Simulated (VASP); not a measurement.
**MgS (Niningerite): single point with r2SCAN**

The system is MgS (Niningerite).

```xyz
2
Lattice="0.0000 2.4536 2.4536 2.4536 0.0000 2.4536 2.4536 2.4536 0.0000" Properties=species:S:1:pos:R:3 pbc="T T T"
Mg    0.0000    0.0000    0.0000
S     2.4536    2.4536    2.4536
```

```json
{
 "Program": "VASP 6.6.1",
 "Task": "single point",
 "Functional": "r2SCAN",
 "Potentials or basis": "VASP PAW PBE potentials, release 64 (Mg, S)",
 "Cutoff": "520 eV",
 "k mesh": "7 × 7 × 7",
 "Occupations": "gaussian, width 0.01 eV",
 "Spin": "no spin polarisation",
 "Dipole correction": "no",
 "Further INCAR settings": "ALGO = Normal; EDIFF = 1e-06; NBANDS = 11"
}
```

```json
{"Pressure": "19.4 GPa", "Band gap on the k mesh": "4.02 eV, indirect (least direct gap 6.12 eV)"}
```

Levels at points of the mesh, in eV from the valence-band top:
```tsv
k point	band 1	band 2	band 3	band 4	band 5	band 6	band 7	band 8	band 9
(0.00, 0.00, 0.00)	-14.35	0.00	0.00	0.00	6.27	8.33	8.33	8.33	11.09
```

It took 18 s on 1 thread of Intel(R) Xeon(R) 6975P-C (Granite Rapids) (shared host), peak memory 0.16 GiB.

Caveat: the PAW data sets were made with another functional, which shifts forces and pressure a little. r2SCAN opens gaps a little over a GGA but as a rule still falls short of measured ones.
